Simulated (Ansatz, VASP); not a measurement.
## Two plane-wave programs on Hf2Si3

```
Hf Si
1.0
     2.65962   -2.66963    0.00000
     2.65962    2.66963    0.00000
     0.00000    0.00000    5.89546
Hf Si
2 3
Direct
  0.00000 0.50000 0.00000
  0.50000 0.00000 0.00000
  0.00000 0.00000 0.18232
  0.00000 0.00000 0.81768
  0.50000 0.50000 0.50000
```

Alike in both runs: task single point; functional PBE; k mesh 4 × 4 × 4; occupations gaussian, width 0.1 eV; no spin polarisation.

```csv
,VASP,Ansatz
version,VASP 6.6.1,Ansatz 0.2.0
potentials or method,"VASP PAW PBE potentials, release 64 (Hf_pv, Si), cutoff 520 eV","scalar-relativistic, plane waves, PAW"
valence electrons in the cell,32,64
```

```tsv
	VASP	Ansatz	Ansatz less VASP
gap on the k mesh at the Fermi level (eV)	none	none	-
rms of the force components (eV/Å)	5.518	5.431	-0.0872
```

Atom by atom the forces differ by 0.087 eV/Å (rms over components). A gap of «none» marks a metal or a gap that the smearing closes. VASP's potentials hold 32 valence electrons a cell and Ansatz's 64, so a difference there can come from the potentials and not from the codes.

The k mesh is coarse, so the values compare programs but aren't converged. Spin-orbit coupling is off throughout.
